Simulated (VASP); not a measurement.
# La (Im-3m) in VASP: further runs, part 2 of 2

VASP 6.6.1. Earlier steps stand in the parts before.

**3. Relaxation of cell and atoms, PBEsol, target pressure 2 GPa, at which the enthalpy is minimised**

Input file INCAR:

```
PREC = Accurate
ENCUT = 600
EDIFF = 1E-6
ISMEAR = -1
SIGMA = 0.05
LREAL = False
LASPH = True
NELM = 80
ALGO = Normal
ISIF = 3
LWAVE = False
LCHARG = False
GGA = PS
IBRION = 2
NSW = 60
EDIFFG = -0.01
PSTRESS = 20.0
```

Input file KPOINTS:

```
Automatic mesh
0
Gamma
  9 9 9
```

Input file POSCAR:

```
La
1.0
   -2.1238310710      2.1238310710      2.1238310710
    2.1238310710     -2.1238310710      2.1238310710
    2.1238310710      2.1238310710     -2.1238310710
La
1
Direct
    0.0000000000      0.0000000000      0.0000000000
```

Potentials or basis: VASP PAW PBE potentials, release 64 (La).

Run with:

```sh
$ cat potpaw_PBE.64/La/POTCAR > POTCAR
$ mpirun -np 1 vasp_std > vasp.out
```

OUTCAR:

```text
PREC = Accurate
   ENCUT = 600
   EDIFF = 1E-6
   ISMEAR = -1
   LREAL = False
   LASPH = True
   NELM = 80
   ISIF = 3
   GGA = PS
   IBRION = 2
   NSW = 60
   EDIFFG = -0.01
   PSTRESS = 20.0

 ion  position               nearest neighbor table
   1  0.000  0.000  0.000-

  LATTYP: Found a body centered cubic cell.
 ALAT       =     4.2476621420

  Lattice vectors:

 A1 = (  -2.1238310710,   2.1238310710,   2.1238310710)
 A2 = (   2.1238310710,  -2.1238310710,   2.1238310710)
 A3 = (   2.1238310710,   2.1238310710,  -2.1238310710)

Analysis of symmetry for initial positions (statically):
=====================================================================
 Subroutine PRICEL returns:
 Original cell was already a primitive cell.

 Routine SETGRP: Setting up the symmetry group for a
 body centered cubic supercell.

 Subroutine GETGRP returns: Found 48 space group operations
 (whereof 48 operations were pure point group operations)
 out of a pool of 48 trial point group operations.

The static configuration has the point symmetry O_h .

Analysis of symmetry for dynamics (positions and initial velocities):
=====================================================================
 Subroutine PRICEL returns:
 Original cell was already a primitive cell.
[... 137 lines left out ...]
 conjugate gradient relaxation of ions
 non-spin polarized calculation
  energy-cutoff  :      600.00
  volume of cell :       38.32
 maximum number of plane-waves:      1298
 NGX is ok and might be reduce to    30
   NGX = 15   NGY = 15   NGZ = 15

--------------------------------------- Ionic step        1  -------------------------------------------

 number of electron      11.0000001 magnetization

 Free energy of the ion-electron system (eV)
  ---------------------------------------------------
  ext. energy  EPLUGINS =         0.00000000
  ---------------------------------------------------
  free energy    TOTEN  =        -5.19322148 eV

  energy without entropy =       -5.16608373  energy(sigma->0) =       -5.17965260

 E-fermi :   7.4345     XC(G=0):  -9.5567

 val. band max:        7.4076514167   @ k =  -0.2222   0.3333   0.1111
 cond. band min:       7.4363721035   @ k =   0.3333   0.2222   0.0000
 fundamental gap:      0.0287206868
 Fermi energy:         7.4345372538

 k-point     1 :       0.0000    0.0000    0.0000
  band No.  band energies     occupation
      1     -25.4740      2.00000
      2      -8.4546      2.00000
      3      -8.4546      2.00000
      4      -8.4546      2.00000
      5       4.1703      2.00000
      6       8.8762      0.00000
      7       8.8791      0.00000
      8       8.9074      0.00000
      9       8.9347      0.00000
[... 349 lines left out ...]
--------------------------------------- Ionic step        3  -------------------------------------------

 number of electron      10.9999999 magnetization

 Free energy of the ion-electron system (eV)
  ---------------------------------------------------
  ext. energy  EPLUGINS =         0.00000000
  ---------------------------------------------------
  free energy    TOTEN  =        -5.21339691 eV

  energy without entropy =       -5.19220519  energy(sigma->0) =       -5.20280105

 E-fermi :   9.0256     XC(G=0): -10.2518

 val. band max:        9.0150081841   @ k =   0.3333   0.0000   0.0000
 cond. band min:       9.1065508680   @ k =   0.3333   0.2222   0.0000
 fundamental gap:      0.0915426839
 Fermi energy:         9.0255643618

 k-point     1 :       0.0000    0.0000    0.0000
  band No.  band energies     occupation
      1     -23.6406      2.00000
      2      -6.2270      2.00000
      3      -6.2270      2.00000
      4      -6.2270      2.00000
      5       5.9849      2.00000
      6      10.6751      0.00000
      7      10.6751      0.00000
      8      10.6751      0.00000
      9      10.7719      0.00000
[... 308 lines left out ...]
  energy  without entropy=       -5.1922051933  energy(sigma->0) =       -5.20280105

  enthalpy is  TOTEN    =        -4.8083933849 eV   P V=        0.4050035215

 reached required accuracy - stopping structural energy minimisation
```

OSZICAR:

```text
N       E                     dE             d eps       ncg     rms          rms(c)
DAV:   1     0.103875270248E+03    0.10388E+03   -0.41516E+03   630   0.171E+03
DAV:   2     0.651283497830E-01   -0.10381E+03   -0.10303E+03  1014   0.210E+02
[... 23 lines left out ...]
       N       E                     dE             d eps       ncg     rms          rms(c)
DAV:   1    -0.521510155976E+01    0.93294E-04   -0.49531E-02   933   0.253E+00    0.202E-01
DAV:   2    -0.521364277213E+01    0.14588E-02   -0.41281E-03  1095   0.850E-01    0.794E-02
DAV:   3    -0.521337994656E+01    0.26283E-03   -0.15993E-03  1202   0.431E-01    0.225E-02
DAV:   4    -0.521338360918E+01   -0.36626E-05   -0.37057E-05  1163   0.720E-02    0.163E-02
DAV:   5    -0.521339599002E+01   -0.12381E-04   -0.34374E-05  1123   0.542E-02    0.753E-03
DAV:   6    -0.521339690642E+01   -0.91640E-06   -0.35618E-06  1206   0.248E-02
   3 F= -.48083934E+01 E0= -.47977975E+01  d E =-.935148E-01
```

CONTCAR:

```text
La
   1.00000000000000
    -2.0092152459548385    2.0092152459548385    2.0092152459548385
     2.0092152459548385   -2.0092152459548385    2.0092152459548385
     2.0092152459548385    2.0092152459548385   -2.0092152459548385
  La
     1
Direct
     0.0000000000000000    0.0000000000000000    0.0000000000000000

  0.00000000E+00  0.00000000E+00  0.00000000E+00
```

Run time: 78 s. Hardware: 1 thread of Intel Xeon 8259CL, shared host; peak memory 0.19 GiB.

What came out:

| Item | Value |
| --- | --- |
| Free energy | -5.2134 eV |
| Relaxed volume | 32.44 Å³/atom |
| Relaxed cell | a = 3.480 Å, b = 3.480 Å, c = 3.480 Å, α = 109.47°, β = 109.47°, γ = 109.47° |
| Space group after relaxing (to 0.1 Å) | Im-3m (No. 229) |
| Energy change on relaxing (the run minimises the enthalpy) | -20.2 meV/atom |
| Ionic steps | 3 |
| Pressure after relaxing | 2.0 GPa |
| Band gap on the k mesh | zero (an odd number of electrons rules out a gap without spin polarisation) |

Step by step:
```csv
step,energy change (eV),largest force (eV/Å),pressure (GPa),volume (Å³)
1,0.0000,0.0000,-2.55,38.32
2,-0.0220,0.0000,1.83,32.60
3,-0.0202,0.0000,2.01,32.44
```

Final structure:
```
La
1.0
    -2.00922    2.00922    2.00922
     2.00922   -2.00922    2.00922
     2.00922    2.00922   -2.00922
La
1
Direct
  0.00000 0.00000 0.00000
```

Levels at points of the mesh, in eV from the Fermi level:
```
           k point  band 2  band 3  band 4  band 5  band 6  band 7  band 8  band 9
(0.00, 0.00, 0.00)  -15.25  -15.25  -15.25   -3.04    1.65    1.65    1.65    1.75
```

Caveat: the cell is relaxed towards a set pressure, so the run minimises the enthalpy, not the energy; the volume moved by over 15 % at a fixed basis, so the end points are rough; the PAW data sets were made with another functional, which shifts forces and pressure a little; spin-orbit coupling is left out, which moves the levels of the heavy elements.
